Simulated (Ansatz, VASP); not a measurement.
TaN: VASP beside Ansatz

Contents of POSCAR:

```
TaN
1.0
    2.9574575207      0.0000000000      0.0000000000
   -1.4787287603      2.5612333435      0.0000000000
    0.0000000000      0.0000000000      2.9020932717
Ta N
1 1
Direct
    0.0000000000      0.0000000000      0.5000000000
    0.6666666667      0.3333333333      0.0000000000
```

The input INCAR.step1:

```
SYSTEM = TaN
PREC = Accurate ; ENCUT = 520
EDIFF = 1E-5 ; ISMEAR = -1
SIGMA = 0.05 ; LREAL = .FALSE.
LASPH = .TRUE. ; NELM = 60
ALGO = Normal ; ISIF = 2
LWAVE = .TRUE. ; GGA = PE
NBANDS = 15
```

The input INCAR.step2:

```
SYSTEM = TaN
PREC = Accurate ; ENCUT = 520
EDIFF = 1E-6 ; ISMEAR = -1
SIGMA = 0.05 ; LREAL = .FALSE.
LASPH = .TRUE. ; NELM = 60
ALGO = Normal ; ISIF = 2
LWAVE = .FALSE. ; LCHARG = .TRUE.
GGA = PE ; LHFCALC = .TRUE.
HFSCREEN = 0.2079 ; PRECFOCK = Normal
LELF = .TRUE. ; LVHAR = .TRUE.
ISTART = 1 ; NBANDS = 15
```

File KPOINTS:

```
regular mesh
0
G
  6 6 6
  0 0 0
```

input

```
crystal:
  lattice:
    - [2.9574575207, 0.0, 0.0]
    - [-1.4787287603, 2.5612333435, 0.0]
    - [0.0, 0.0, 2.9020932717]
  atoms:
    - { symbol: Ta, position: [0.0, 0.0, 0.5] }
    - { symbol: "N", position: [0.6666666667, 0.3333333333, 0.0] }
hamiltonian:
  xc: hse06
  pseudopotentials: { kind: paw }
kpoints:
  mp_grid: { grid: [6, 6, 6] }
scf:
  occupations: { method: fermi_dirac, width: 0.05 }
output:
  forces: true
  stress: true
  eigenvalues: true
```

Alike in both runs: task single point; functional HSE06; k mesh 6 × 6 × 6; occupations fermi-dirac, width 0.05 eV; no spin polarisation.

|  | VASP | Ansatz |
| --- | --- | --- |
| version | VASP 6.6.1 | Ansatz 0.2.0 |
| potentials or method | VASP PAW PBE potentials, release 64 (Ta_pv, N) | Ansatz PAW |
| plane-wave cutoff (eV) | 520 | 420 |
| valence electrons in the cell | 16 | 18 |

|  | VASP | Ansatz | Ansatz less VASP |
| --- | --- | --- | --- |
| gap on the k mesh at the Fermi level (eV) | none | none | - |
| pressure (GPa) | -11.0 | -10.3 | +0.64 |
| traceless stress, the component that is largest in VASP (GPa) | -0.57 | -0.57 | -0.006 |

A gap of «none» marks a metal or a gap that the smearing closes. The functional is the same, so the differences come from potentials, cutoffs and numerics. VASP's potentials hold 16 valence electrons a cell and Ansatz's 18, so a difference there can come from the potentials and not from the codes.

The k mesh is coarse, so the values compare programs but aren't converged. Neither program's run includes spin-orbit coupling.
